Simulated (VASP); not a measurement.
Write the native input for VASP 6.6.1 that does the following.

```yaml
Task: single point
Functional: PBE
Potentials_or_basis: VASP PAW PBE potentials, release 64 (Cd, Se)
Cutoff: 520 eV
k_mesh: 10 × 10 × 10
Occupations: gaussian, width 0.02 eV
Spin: no spin polarisation
Dipole_correction: no
Further_INCAR_settings: ALGO = Normal; EDIFF = 1e-06; NBANDS = 16
```

The structure of CdSe lies in POSCAR:

```
CdSe
1.0
    0.0000000000      3.1984318098      3.1984318098
    3.1984318098      0.0000000000      3.1984318098
    3.1984318098      3.1984318098      0.0000000000
Cd Se
1 1
Direct
    0.0000000000      0.0000000000      0.0000000000
    0.2500000000      0.2500000000      0.2500000000
```

This cell differs from its parent crystal: volume scaled by 1.10.

The input as run:

INCAR

```
  ALGO = Normal
  EDIFF = 1E-6
  ENCUT = 520
  GGA = PE
  ISIF = 2
  ISMEAR = 0
  LASPH = T
  LCHARG = F
  LREAL = F
  LWAVE = F
  NBANDS = 16
  NELM = 80
  PREC = Accurate
  SIGMA = 0.02
```

KPOINTS

```
k-points
0
Gamma
  10 10 10
```

Potentials or basis: VASP PAW PBE potentials, release 64 (Cd, Se).

Run with:

```bash
$ cat potpaw_PBE.64/Cd/POTCAR potpaw_PBE.64/Se/POTCAR > POTCAR
$ mpirun -np 1 vasp_std > vasp.out
```

It gave:

```yaml
Pressure: -3.3 GPa
Band_gap_on_the_k_mesh: 0.30 eV, direct
```

Wall time 92 s on 1 thread of AMD EPYC 7R13 (shared host), peak memory 0.21 GiB.
